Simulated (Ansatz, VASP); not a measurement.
Two plane-wave programs on K

```
K
1.0
     1.88477    3.26451    0.00000
    -1.88477    3.26451    0.00000
     0.00000    0.00000   12.20704
K
4
Cartesian
  0.0000 0.0000 0.0000
  0.0000 0.0000 6.1035
  0.0000 2.1764 9.1553
  0.0000 4.3527 3.0518
```

Alike in both runs: task single point; functional PBEsol; k mesh 6 × 6 × 2; occupations fermi-dirac, width 0.0645 eV; no spin polarisation.

```csv
,VASP,Ansatz
version,VASP 6.6.1,Ansatz 0.2.0
potentials or method,"VASP PAW PBE potentials, release 64 (K_sv), cutoff 520 eV",PAW plane waves
valence electrons in the cell,36,36
```

|  | VASP | Ansatz | Ansatz less VASP |
| --- | --- | --- | --- |
| gap on the k mesh at the Fermi level (eV) | none | none | - |
| pressure (GPa) | 7.7 | 7.7 | 0.00 |
| traceless stress, the component that is largest in VASP (GPa) | -0.25 | -0.25 | 0.000 |

VASP's potentials were made for PBE, not for PBEsol. A gap of «none» marks a metal or a gap that the smearing closes. With one functional, cell and mesh, what is left measures potentials, basis and numerics. Ansatz's warnings: structure snapped to symmetry.
